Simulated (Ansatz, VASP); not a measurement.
# La2B6Rh9 in VASP and in Ansatz

The input INCAR:

```
ALGO = Normal
EDIFF = 1E-8
ENCUT = 520
GGA = PE
ISIF = 2
ISMEAR = -1
LASPH = T
LCHARG = F
LEFG = T
LREAL = Auto
LWAVE = F
NBANDS = 102
NELM = 100
PREC = Accurate
SIGMA = 0.05
```

File KPOINTS:

```
k-points
0
Gamma
  6 6 4
```

POSCAR

```
La2B6Rh9
1.0
    5.6573306249      0.0000000000      0.0000000000
   -2.8286653125      4.8993920388      0.0000000000
    0.0000000000      0.0000000000      8.5167369000
La B Rh
2 6 9
Direct
    0.0000000000      0.0000000000      0.7135753700
    0.0000000000      0.0000000000      0.2864246300
    0.6666666667      0.3333333333      0.0000000000
    0.3333333333      0.6666666667      0.0000000000
    0.6666666667      0.3333333333      0.6660175200
    0.3333333333      0.6666666667      0.6660175200
    0.3333333333      0.6666666667      0.3339824800
    0.6666666667      0.3333333333      0.3339824800
    0.5000000000      0.5000000000      0.8368924500
    0.5000000000      0.0000000000      0.8368924500
    0.0000000000      0.5000000000      0.8368924500
    0.5000000000      0.5000000000      0.1631075500
    0.5000000000      0.0000000000      0.1631075500
    0.0000000000      0.5000000000      0.1631075500
    0.5000000000      0.5000000000      0.5000000000
    0.5000000000      0.0000000000      0.5000000000
    0.0000000000      0.5000000000      0.5000000000
```

Input for Ansatz:

```yaml
crystal:
  lattice:
    - [5.6573306249, 0.0, 0.0]
    - [-2.8286653125, 4.8993920388, 0.0]
    - [0.0, 0.0, 8.5167369]
  atoms:
    - { symbol: La, position: [0.0, 0.0, 0.71357537] }
    - { symbol: La, position: [0.0, 0.0, 0.28642463] }
    - { symbol: B, position: [0.6666666667, 0.3333333333, 0.0] }
    - { symbol: B, position: [0.3333333333, 0.6666666667, 0.0] }
    - { symbol: B, position: [0.6666666667, 0.3333333333, 0.66601752] }
    - { symbol: B, position: [0.3333333333, 0.6666666667, 0.66601752] }
    - { symbol: B, position: [0.3333333333, 0.6666666667, 0.33398248] }
    - { symbol: B, position: [0.6666666667, 0.3333333333, 0.33398248] }
    - { symbol: Rh, position: [0.5, 0.5, 0.83689245] }
    - { symbol: Rh, position: [0.5, 0.0, 0.83689245] }
    - { symbol: Rh, position: [0.0, 0.5, 0.83689245] }
    - { symbol: Rh, position: [0.5, 0.5, 0.16310755] }
    - { symbol: Rh, position: [0.5, 0.0, 0.16310755] }
    - { symbol: Rh, position: [0.0, 0.5, 0.16310755] }
    - { symbol: Rh, position: [0.5, 0.5, 0.5] }
    - { symbol: Rh, position: [0.5, 0.0, 0.5] }
    - { symbol: Rh, position: [0.0, 0.5, 0.5] }
kpoints:
  mp_grid: { grid: [6, 6, 4] }
scf:
  occupations: { method: fermi_dirac, width: 0.05 }
hamiltonian:
  xc: pbe
  pseudopotentials: { kind: paw }
output:
  forces: true
  stress: true
  populations: true
  efg:
    quadrupole_moments_barn: { La: 0.206, B: 0.04059 }
    contact_densities: true
```

Alike in both runs: task electric field gradients; functional PBE; k mesh 6 × 6 × 4; occupations fermi-dirac, width 0.05 eV; no spin polarisation.

|  | VASP | Ansatz |
| --- | --- | --- |
| version | VASP 6.6.1 | Ansatz 0.2.0 |
| potentials or method | VASP PAW PBE potentials, release 64 (La, B, Rh_pv) | plane-wave PAW, scalar-relativistic |
| plane-wave cutoff (eV) | 520 | 420 |
| valence electrons in the cell | 175 | 193 |

Ansatz gave:

```
pressure (GPa)                                                : 2.6
traceless stress, the component that is largest in VASP (GPa) : -0.09
rms of the force components (eV/Å)                            : 0.015
size of Vzz on the site where it differs most (V/Å²)          : 32.0
```

What did VASP give for the same quantities?

Pressure (GPa): 2.6; traceless stress, the component that is largest in VASP (GPa): -0.08; rms of the force components (eV/Å): 0.014; size of Vzz on the site where it differs most (V/Å²): 80.6.

Atom by atom the forces differ by 0.000 eV/Å (rms over components). VASP's potentials hold 175 valence electrons a cell and Ansatz's 193, so a difference there can come from the potentials and not from the codes.

Spin-orbit coupling is off throughout.
